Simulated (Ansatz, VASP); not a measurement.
## Two plane-wave programs on Ir

The input INCAR:

```
SYSTEM = Ir
PREC = Accurate
ENCUT = 600
EDIFF = 1E-6
ISMEAR = -1
SIGMA = 0.1
LREAL = .False.
LASPH = .True.
NELM = 100
ALGO = Normal
ISIF = 3
LWAVE = .False.
LCHARG = .False.
GGA = RP
IBRION = 2
NSW = 80
EDIFFG = -0.01
```

Contents of KPOINTS:

```
Automatic mesh
0
Gamma
  5 5 5
  0 0 0
```

File POSCAR:

```
Ir
1.0
    4.8373408790      0.0000000000      0.0000000000
    0.0000000000      4.8373408790      0.0000000000
    0.0000000000      0.0000000000      4.8373408790
Ir
8
Direct
    0.0000000000      0.0000000000      0.0000000000
    0.5000000000      0.5000000000      0.5000000000
    0.2500000000      0.0000000000      0.5000000000
    0.7500000000      0.0000000000      0.5000000000
    0.5000000000      0.2500000000      0.0000000000
    0.5000000000      0.7500000000      0.0000000000
    0.0000000000      0.5000000000      0.2500000000
    0.0000000000      0.5000000000      0.7500000000
```

Input for Ansatz:

```yaml
crystal:
  lattice:
    - [4.837340879, 0.0, 0.0]
    - [0.0, 4.837340879, 0.0]
    - [0.0, 0.0, 4.837340879]
  atoms:
    - { symbol: Ir, position: [0.0, 0.0, 0.0] }
    - { symbol: Ir, position: [0.5, 0.5, 0.5] }
    - { symbol: Ir, position: [0.25, 0.0, 0.5] }
    - { symbol: Ir, position: [0.75, 0.0, 0.5] }
    - { symbol: Ir, position: [0.5, 0.25, 0.0] }
    - { symbol: Ir, position: [0.5, 0.75, 0.0] }
    - { symbol: Ir, position: [0.0, 0.5, 0.25] }
    - { symbol: Ir, position: [0.0, 0.5, 0.75] }
hamiltonian:
  xc: rpbe
  pseudopotentials:
    kind: paw
    azcp:
      Ir: "pseudopotentials/Ir.paw.azcp"
basis:
  ecutwfc: 420
  fft_grid_basis: typed
kpoints:
  mp_grid: { grid: [5, 5, 5], shift: [0, 0, 0] }
magnetization:
  spin_polarized: false
scf:
  occupations: { method: fermi_dirac, width: 0.1 }
relax:
  max_steps: 60
  f_tol: 0.01
  cell: {}
```

Alike in both runs: task relaxation of cell and atoms; functional RPBE; k mesh 5 × 5 × 5; occupations fermi-dirac, width 0.1 eV; no spin polarisation.

|  | VASP | Ansatz |
| --- | --- | --- |
| version | VASP 6.6.1 | Ansatz 0.2.0 |
| potentials or method | VASP PAW PBE potentials, release 64 (Ir), cutoff 600 eV | plane waves (420 eV) with PAW, scalar-relativistic |
| valence electrons in the cell | 72 | 136 |

```csv
,VASP,Ansatz,Ansatz less VASP
relaxed volume (Å³/atom),15.34,15.32,-0.018
relaxed cell length with the largest relative difference (Å),4.969,4.967,-0.0019
```

VASP's potentials were made for PBE, not for RPBE. VASP's potentials hold 72 valence electrons a cell and Ansatz's 136, so a difference there can come from the potentials and not from the codes.

Spin-orbit coupling is off throughout.
